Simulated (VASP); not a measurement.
# Si16Ge (a cell with a defect) in VASP: notebook

Runs on Si16Ge (a cell with a defect). Level: PBEsol. Tasks: single point.

Everything below comes from runs of VASP 6.6.1. Logs are shortened: lines on timing, memory, paths and dates and some standing lists are left out, and cuts for length are marked.

**1. The cell of the first run**

The cell holds a defect, 17 atoms: a = 7.679 Å, b = 7.679 Å, c = 7.679 Å, α = 60.00°, β = 60.00°, γ = 60.00°.

**2. Single point, PBEsol**

Contents of INCAR:

```
ALGO = Normal
EDIFF = 1E-6
ENCUT = 520
GGA = PS
ISIF = 2
ISMEAR = 0
LASPH = T
LCHARG = T
LELF = T
LREAL = Auto
LVHAR = T
LWAVE = F
NBANDS = 53
NELM = 60
PREC = Accurate
SIGMA = 0.05
```

Contents of KPOINTS:

```
k-points
0
Gamma
  2 2 2
```

Contents of POSCAR:

```
Si16Ge
1.0
    0.0000000000      5.4300000000      5.4300000000
    5.4300000000      0.0000000000      5.4300000000
    5.4300000000      5.4300000000      0.0000000000
Si Ge
16 1
Direct
    0.0040095245      0.0040335430      0.0040540505
    0.1255026516      0.1257937136      0.1245846111
    0.0038794278      0.0039321507      0.4883108267
    0.1296408429      0.1297296291      0.6204016906
    0.0037422224      0.4893935443      0.0034690869
    0.1295946702      0.6208658989      0.1293289038
   -0.0022958162      0.5010970612      0.5006835218
    0.1295550783      0.6208907302      0.6204090577
    0.4891304684      0.0038558254      0.0035296580
    0.6207440062      0.1297018043      0.1293465815
    0.5010110528     -0.0022457600      0.5007012245
    0.6207612042      0.1296701726      0.6203985462
    0.5009435719      0.5010480780     -0.0024453652
    0.6208379035      0.6209570115      0.1291740887
    0.5009161052      0.5010219323      0.5005932980
    0.6251157579      0.6251828950      0.6249086005
    0.8757091282      0.8760744699      0.8744609186
```

Potentials or basis: VASP PAW PBE potentials, release 64 (Si, Ge_d).

On the command line:

```console
$ cat potpaw_PBE.64/Si/POTCAR potpaw_PBE.64/Ge_d/POTCAR > POTCAR
$ mpirun -np 1 vasp_std > vasp.out
```

OUTCAR:

```text
EDIFF = 1E-6
   ENCUT = 520
   GGA = PS
   ISIF = 2
   ISMEAR = 0
   LASPH = T
   LREAL = Auto
   NELM = 60
   PREC = Accurate

 ion  position               nearest neighbor table
   1  0.004  0.004  0.004-   2 2.28   6 2.40  10 2.40   4 2.41  17 2.42
   2  0.126  0.126  0.125-   5 2.28   9 2.28   3 2.28   1 2.28
   3  0.004  0.004  0.488-   2 2.28   8 2.40  12 2.40   4 2.41  17 2.42
   4  0.130  0.130  0.620-   7 2.33  11 2.33   3 2.41   1 2.41  17 2.76
   5  0.004  0.489  0.003-   2 2.28  14 2.40   8 2.40   6 2.40  17 2.42
   6  0.130  0.621  0.129-  13 2.33   7 2.33   1 2.40   5 2.40  17 2.76
   7  0.998  0.501  0.501-   6 2.33   4 2.33   8 2.33  16 2.34
   8  0.130  0.621  0.620-  15 2.33   7 2.33   3 2.40   5 2.40  17 2.77
   9  0.489  0.004  0.004-   2 2.28  14 2.40  12 2.40  10 2.40  17 2.42
  10  0.621  0.130  0.129-  13 2.33  11 2.33   1 2.40   9 2.40  17 2.76
  11  0.501  0.998  0.501-  10 2.33  12 2.33   4 2.33  16 2.34
  12  0.621  0.130  0.620-  15 2.33  11 2.33   3 2.40   9 2.40  17 2.76
  13  0.501  0.501  0.998-  10 2.33   6 2.33  14 2.33  16 2.34
  14  0.621  0.621  0.129-  15 2.33  13 2.33   9 2.40   5 2.40  17 2.77
  15  0.501  0.501  0.501-  12 2.33   8 2.33  14 2.33  16 2.34
  16  0.625  0.625  0.625-  11 2.34   7 2.34  13 2.34  15 2.34
  17  0.876  0.876  0.874-   1 2.42   3 2.42   9 2.42   5 2.42   4 2.76  10 2.76   6 2.76  12 2.76
                             8 2.77  14 2.77

  LATTYP: Found a face centered cubic cell.
 ALAT       =    10.8600000000

  Lattice vectors:

 A1 = (   0.0000000000,   5.4300000000,   5.4300000000)
 A2 = (   5.4300000000,   0.0000000000,   5.4300000000)
 A3 = (   5.4300000000,   5.4300000000,   0.0000000000)

Analysis of symmetry for initial positions (statically):
=====================================================================
 Subroutine PRICEL returns:
 Original cell was already a primitive cell.

 Routine SETGRP: Setting up the symmetry group for a
 face centered cubic supercell.

 Subroutine GETGRP returns: Found  1 space group operations
 (whereof  1 operations were pure point group operations)
 out of a pool of 48 trial point group operations.

The static configuration has the point symmetry C_1 .

Analysis of symmetry for dynamics (positions and initial velocities):
=====================================================================
 Subroutine PRICEL returns:
 Original cell was already a primitive cell.

 Routine SETGRP: Setting up the symmetry group for a
 face centered cubic supercell.

 Subroutine GETGRP returns: Found  1 space group operations
 (whereof  1 operations were pure point group operations)
 out of a pool of 48 trial point group operations.

The dynamic configuration has the point symmetry C_1 .

 Subroutine INISYM returns: Found  1 space group operations
 (whereof  1 operations are pure point group operations),
 and found     1 'primitive' translations

----------------------------------------------------------------------------------------

                                     Primitive cell

  volume of cell :     320.2060

  direct lattice vectors                    reciprocal lattice vectors
     0.000000000  5.430000000  5.430000000    -0.092081031  0.092081031  0.092081031
     5.430000000  0.000000000  5.430000000     0.092081031 -0.092081031  0.092081031
     5.430000000  5.430000000  0.000000000     0.092081031  0.092081031 -0.092081031

  length of vectors
     7.679179644  7.679179644  7.679179644     0.159489025  0.159489025  0.159489025

  position of ions in fractional coordinates (direct lattice)
     0.004009524  0.004033543  0.004054051
     0.125502652  0.125793714  0.124584611
     0.003879428  0.003932151  0.488310827
     0.129640843  0.129729629  0.620401691
     0.003742222  0.489393544  0.003469087
     0.129594670  0.620865899  0.129328904
[... 9 lines left out ...]
     0.625115758  0.625182895  0.624908600
     0.875709128  0.876074470  0.874460919

  ion indices of the primitive-cell ions
   primitive index   ion index
                 1           1
                 2           2
                 3           3
                 4           4
                 5           5
                 6           6
[... 9 lines left out ...]
                16          16
                17          17

----------------------------------------------------------------------------------------

 KPOINTS: k-points

Automatic generation of k-mesh.
 Grid dimensions read from file:
 generate k-points for:    2    2    2

 Generating k-lattice:

  Cartesian coordinates                     Fractional coordinates (reciprocal lattice)
    -0.046040516  0.046040516  0.046040516     0.500000000  0.000000000  0.000000000
     0.046040516 -0.046040516  0.046040516     0.000000000  0.500000000  0.000000000
     0.046040516  0.046040516 -0.046040516     0.000000000  0.000000000  0.500000000

  Length of vectors
     0.079744512  0.079744512  0.079744512

  Shift w.r.t. Gamma in fractional coordinates (k-lattice)
     0.000000000  0.000000000  0.000000000

 Subroutine IBZKPT returns following result:
 ===========================================

 Found      8 irreducible k-points:

 Following reciprocal coordinates:
            Coordinates               Weight
  0.000000  0.000000  0.000000      1.000000
  0.500000  0.000000  0.000000      1.000000
  0.000000  0.500000  0.000000      1.000000
  0.000000  0.000000  0.500000      1.000000
  0.500000  0.500000  0.500000      1.000000
  0.500000  0.500000  0.000000      1.000000
  0.000000  0.500000  0.500000      1.000000
  0.500000  0.000000  0.500000      1.000000
   k-points           NKPTS =      8   k-points in BZ     NKDIM =      8   number of bands    NBANDS=     53
   number of dos      NEDOS =    301   number of ions     NIONS =     17
   total plane-waves  NPLWV = 216000
   dimension x,y,z NGX =    60 NGY =   60 NGZ =   60
   dimension x,y,z NGXF=   120 NGYF=  120 NGZF=  120
   ions per type =              16   1
   NGX,Y,Z   is equivalent  to a cutoff of  12.99, 12.99, 12.99 a.u.
   NGXF,Y,Z  is equivalent  to a cutoff of  25.98, 25.98, 25.98 a.u.
 SYSTEM =  unknown system
   PREC   = accura    normal or accurate (medium, high low for compatibility)
   ISTART =      0    job   : 0-new  1-cont  2-samecut
   ICHARG =      2    charge: 1-file 2-atom 10-const
   ISPIN  =      1    spin polarized calculation?
   LNONCOLLINEAR =      F non collinear calculations
   LSORBIT =      F    spin-orbit coupling
   LASPH  =      T    aspherical Exc in radial PAW
   ENCUT  =  520.0 eV  38.22 Ry    6.18 a.u.  14.28 14.28 14.28*2*pi/ulx,y,z
   NELM   =     60;   NELMIN=  2; NELMDL= -5     # of ELM steps
   EDIFF  = 0.1E-05   stopping-criterion for ELM
   LREAL  =      T    real-space projection
   EDIFFG = 0.1E-04   stopping-criterion for IOM
   NSW    =      0    number of steps for IOM
[... 5 lines left out ...]
   TEBEG  =    0.0;   TEEND  =   0.0 temperature during run
   PSTRESS=    0.0 pullay stress
   NELECT =      78.0000    total number of electrons
   NUPDOWN=      -1.0000    fix difference up-down
   EMIN   =  10.00;   EMAX   =-10.00  energy-range for DOS
   EFERMI =   0.00;   METHOD = LEGACY
   ISMEAR =     0;   SIGMA  =   0.05  broadening in eV -4-tet -1-fermi 0-gaus
   EFERMI_NEDOS =   21; number of points for ismear=-14 and -15
   IALGO  =     38    algorithm
   IMIX   =      4    mixing-type and parameters
     AMIX     =   0.40;   BMIX     =  1.00
     AMIX_MAG =   1.60;   BMIX_MAG =  1.00
  volume/ion in A,a.u.               =      18.84       127.11
  Fermi-wavevector in a.u.,A,eV,Ry     =   1.022421  1.932096 14.222785  1.045345
  Thomas-Fermi vector in A             =   2.156100
   LORBIT       =      0    0 simple, 1 ext, 2 COOP (PROOUT), +10 PAW based schemes
   GGA     = PS    functional components
   LHFCALC =     F    Hartree Fock is set to
   AEXX    =    0.0000 exact exchange contribution
   IVDW    =     0    specifies the selected vdW correction
   LEPSILON=     F    determine dielectric tensor
   LRPA    =     F    only Hartree local field effects (RPA)
 non-spin polarized calculation
 Gauss-broadening in eV      SIGMA  =   0.05
  energy-cutoff  :      520.00
  volume of cell :      320.21
 maximum number of plane-waves:      8646
 NGX is ok and might be reduce to    60
   NGX = 29   NGY = 29   NGZ = 29

 number of electron      77.9999998 magnetization

 Free energy of the ion-electron system (eV)
  ---------------------------------------------------
  ext. energy  EPLUGINS =         0.00000000
  ---------------------------------------------------
  free energy    TOTEN  =       -92.78712292 eV

  energy without entropy =      -92.77896779  energy(sigma->0) =      -92.78304536

 E-fermi :   6.7942     XC(G=0):  -9.8842

 val. band max:        6.5601714777   @ k =   0.0000   0.0000   0.0000
 cond. band min:       6.7953006607   @ k =   0.0000   0.0000   0.0000
 fundamental gap:      0.2351291830
 Fermi energy:         6.7942108386

 k-point     1 :       0.0000    0.0000    0.0000
  band No.  band energies     occupation
      1     -18.2734      2.00000
      2     -18.2733      2.00000
      3     -18.2733      2.00000
      4     -18.2594      2.00000
      5     -18.2593      2.00000
      6      -6.6126      2.00000
[... 43 lines left out ...]
     50       8.0116      0.00000
     51       8.9831      0.00000

 k-point     2 :       0.5000    0.0000    0.0000
  band No.  band energies     occupation
      1     -18.2734      2.00000
      2     -18.2733      2.00000
      3     -18.2733      2.00000
      4     -18.2594      2.00000
      5     -18.2593      2.00000
      6      -6.2872      2.00000
[... 43 lines left out ...]
     50       9.7310      0.00000
     51       9.8564      0.00000

 k-point     3 :       0.0000    0.5000    0.0000
  band No.  band energies     occupation
      1     -18.2734      2.00000
      2     -18.2733      2.00000
      3     -18.2733      2.00000
      4     -18.2594      2.00000
      5     -18.2593      2.00000
      6      -6.2873      2.00000
[... 259 lines left out ...]
     50      10.2124      0.00000
     51      10.2144      0.00000

 k-point     8 :       0.5000    0.0000    0.5000
  band No.  band energies     occupation
      1     -18.2734      2.00000
      2     -18.2733      2.00000
      3     -18.2733      2.00000
      4     -18.2594      2.00000
      5     -18.2593      2.00000
      6      -6.1834      2.00000
[... 43 lines left out ...]
     50      10.2128      0.00000
     51      10.2139      0.00000
 [bands above 51 left out]

------------------------ aborting loop because EDIFF is reached ----------------------------------------

  FORCE on cell =-STRESS in cart. coord.  units (eV):
  Direction    XX          YY          ZZ          XY          YZ          ZX
  --------------------------------------------------------------------------------------
  -------------------------------------------------------------------------------------
  Total        9.4405790      9.4427620      9.4193515     -0.0157862     -0.0042795      0.0031829
  in kB       47.2367196     47.2476421     47.1305061     -0.0789874     -0.0214128      0.0159259
  external PRESSURE =      47.2049559 kB  Pullay stress =       0.0000000 kB

 VOLUME and BASIS-vectors are now :
 -----------------------------------------------------------------------------
  energy-cutoff  :      520.00
  volume of cell :      320.21
      direct lattice vectors                 reciprocal lattice vectors
     0.000000000  5.430000000  5.430000000    -0.092081031  0.092081031  0.092081031
     5.430000000  0.000000000  5.430000000     0.092081031 -0.092081031  0.092081031
     5.430000000  5.430000000  0.000000000     0.092081031  0.092081031 -0.092081031

 POSITION                                       TOTAL-FORCE (eV/Angst)
 -----------------------------------------------------------------------------------
      0.04392      0.04379      0.04367         0.004042      0.000908      0.015143
      1.35955      1.35797      1.36454        -0.004685     -0.000967     -0.015142
      2.67288      2.67259      0.04242         0.006363      0.003755      0.011157
      4.07321      4.07273      1.40838        -0.001150     -0.000122     -0.015243
      2.67624      0.03916      2.67773         0.006513     -0.002758      0.014245
      4.07356      1.40596      4.07500        -0.000399     -0.006558     -0.002721
[... 9 lines left out ...]
      6.78800      6.78763      6.78912        -0.001565     -0.000535     -0.004979
      9.50541      9.50342      9.51218        -0.006984     -0.004162     -0.020929
 -----------------------------------------------------------------------------------
    total drift:                                0.001805      0.001102     -0.000020

  FREE ENERGIE OF THE ION-ELECTRON SYSTEM (eV)
  ---------------------------------------------------
  free  energy   TOTEN  =       -92.7871229226 eV

  energy  without entropy=      -92.7789677939  energy(sigma->0) =      -92.78304536
```

Run time: 2.2 min. Hardware: 1 thread of Intel Xeon 6975P-C (Granite Rapids), shared host; peak memory 0.49 GiB.

Results:

```
Free energy            : -92.7871 eV
Pressure               : 4.7 GPa
Largest force          : 0.022 eV/Å
Band gap on the k mesh : zero (bands 39 and 40 overlap by 0.31 eV)
```

Forces in eV/Å, atoms in the order of the input:
```
Si   0.004  0.001  0.015
Si  -0.005 -0.001 -0.015
Si   0.006  0.004  0.011
Si  -0.001  0.000 -0.015
Si   0.007 -0.003  0.014
Si   0.000 -0.007 -0.003
Si  -0.004  0.005  0.006
Si   0.006 -0.001 -0.003
Si   0.000  0.004  0.015
Si  -0.008  0.000 -0.004
Si   0.005 -0.005  0.006
Si  -0.002  0.006 -0.003
Si   0.004  0.004 -0.002
Si   0.000  0.000  0.005
Si  -0.003 -0.003 -0.002
Si  -0.002 -0.001 -0.005
Ge  -0.007 -0.004 -0.021
```

Levels at points of the mesh, in eV from the Fermi level:
```tsv
k point	band 36	band 37	band 38	band 39	band 40	band 41	band 42	band 43
(0.00, 0.00, 0.00)	-0.73	-0.72	-0.72	-0.24	-0.24	-0.23	0.00	0.00
(0.50, 0.00, 0.00)	-1.44	-1.39	-1.38	-0.30	0.52	0.53	0.87	0.87
(0.00, 0.50, 0.00)	-1.44	-1.39	-1.38	-0.30	0.52	0.53	0.87	0.87
(0.00, 0.00, 0.50)	-1.44	-1.39	-1.38	-0.31	0.52	0.53	0.87	0.87
(0.50, 0.50, 0.50)	-1.44	-1.39	-1.39	-0.31	0.53	0.53	0.86	0.87
(0.50, 0.50, 0.00)	-1.99	-1.82	-1.26	0.08	0.81	1.06	1.07	1.07
(0.00, 0.50, 0.50)	-2.00	-1.82	-1.26	0.07	0.81	1.06	1.07	1.07
(0.50, 0.00, 0.50)	-2.00	-1.82	-1.26	0.07	0.81	1.06	1.07	1.07
```

Caveat: the k points lie up to 0.50 Å⁻¹ apart; the PAW data sets were made with another functional, which shifts forces and pressure a little.

**3. Single point, PBEsol**

Contents of INCAR:

```
PREC = Accurate ; ENCUT = 520
EDIFF = 1E-6 ; ISMEAR = 0
SIGMA = 0.05 ; LREAL = Auto
LASPH = T ; NELM = 100
ALGO = Normal ; ISIF = 2
LWAVE = F ; LCHARG = F
GGA = PS ; NBANDS = 53
```

Contents of KPOINTS:

```
Automatic mesh
0
Gamma
  2 2 2
```

Contents of POSCAR:

```
Si16Ge
1.0
    0.0000000000      5.4300000000      5.4300000000
    5.4300000000      0.0000000000      5.4300000000
    5.4300000000      5.4300000000      0.0000000000
Si Ge
16 1
Direct
   -0.0004038733      0.0004217543      0.0007738285
    0.1239025073      0.1245328972      0.1248081927
    0.0040891051      0.0048634766      0.4961897414
    0.1238399209      0.1244440921      0.6281772935
    0.0040605437      0.4959032346      0.0051550367
    0.1238591883      0.6278586750      0.1247269143
    0.0040414893      0.4959448615      0.4962456499
    0.1359238685      0.6216977913      0.6218982852
    0.4953414750      0.0046616349      0.0049892403
    0.6271185187      0.1245143748      0.1247828803
    0.4951799414      0.0048476159      0.4961700198
    0.6211056691      0.1366176683      0.6214254840
    0.4951843696      0.4958685441      0.0051540578
    0.6210604722      0.6211729264      0.1368810389
    0.4995459808      0.5004146861      0.5007674942
    0.6206986006      0.6216599317      0.6219363908
    0.7495786926      0.7503014252      0.7506927116
```

Potentials or basis: VASP PAW PBE potentials, release 64 (Si, Ge_d).

On the command line:

```console
$ cat potpaw_PBE.64/Si/POTCAR potpaw_PBE.64/Ge_d/POTCAR > POTCAR
$ mpirun -np 1 vasp_std > vasp.out
```

It took 2 min on 1 thread of Intel Xeon 6975P-C (Granite Rapids), shared host; peak memory 0.49 GiB.

Results (log left out):

```
Free energy            : -92.7873 eV
Pressure               : 4.7 GPa
Largest force          : 0.023 eV/Å
Band gap on the k mesh : zero (bands 39 and 40 overlap by 0.31 eV)
```

Forces on the atoms (eV/Å):
```
Si  -0.011 -0.003  0.000
Si   0.014  0.013  0.012
Si  -0.007  0.002 -0.005
Si  -0.002 -0.009  0.009
Si  -0.009 -0.007  0.005
Si  -0.003  0.011 -0.012
Si   0.004 -0.001  0.000
Si   0.009 -0.002 -0.005
Si  -0.017 -0.003  0.001
Si   0.013 -0.010 -0.012
Si  -0.007  0.002 -0.003
Si   0.016  0.006 -0.002
Si  -0.009 -0.006  0.002
Si   0.022  0.007 -0.002
Si  -0.020 -0.006  0.000
Si   0.007  0.006  0.005
Ge  -0.001 -0.001  0.005
```

Levels at points of the mesh, in eV from the Fermi level:
| k point | band 36 | band 37 | band 38 | band 39 | band 40 | band 41 | band 42 | band 43 |
| --- | --- | --- | --- | --- | --- | --- | --- | --- |
| (0.00, 0.00, 0.00) | -0.72 | -0.72 | -0.72 | -0.24 | -0.24 | -0.23 | 0.00 | 0.01 |
| (0.50, 0.00, 0.00) | -1.44 | -1.39 | -1.38 | -0.30 | 0.53 | 0.53 | 0.87 | 0.87 |
| (0.00, 0.50, 0.00) | -1.44 | -1.39 | -1.38 | -0.30 | 0.53 | 0.53 | 0.86 | 0.87 |
| (0.00, 0.00, 0.50) | -1.44 | -1.39 | -1.39 | -0.31 | 0.53 | 0.53 | 0.86 | 0.87 |
| (0.50, 0.50, 0.50) | -1.44 | -1.39 | -1.38 | -0.30 | 0.53 | 0.53 | 0.87 | 0.87 |
| (0.50, 0.50, 0.00) | -2.00 | -1.82 | -1.26 | 0.07 | 0.81 | 1.06 | 1.07 | 1.07 |
| (0.00, 0.50, 0.50) | -1.99 | -1.82 | -1.26 | 0.08 | 0.81 | 1.06 | 1.07 | 1.07 |
| (0.50, 0.00, 0.50) | -2.00 | -1.82 | -1.26 | 0.08 | 0.81 | 1.06 | 1.07 | 1.07 |

Caveat: the k points lie up to 0.50 Å⁻¹ apart; the PAW data sets were made with another functional, which shifts forces and pressure a little.

(Continued in part 2 of 2.)
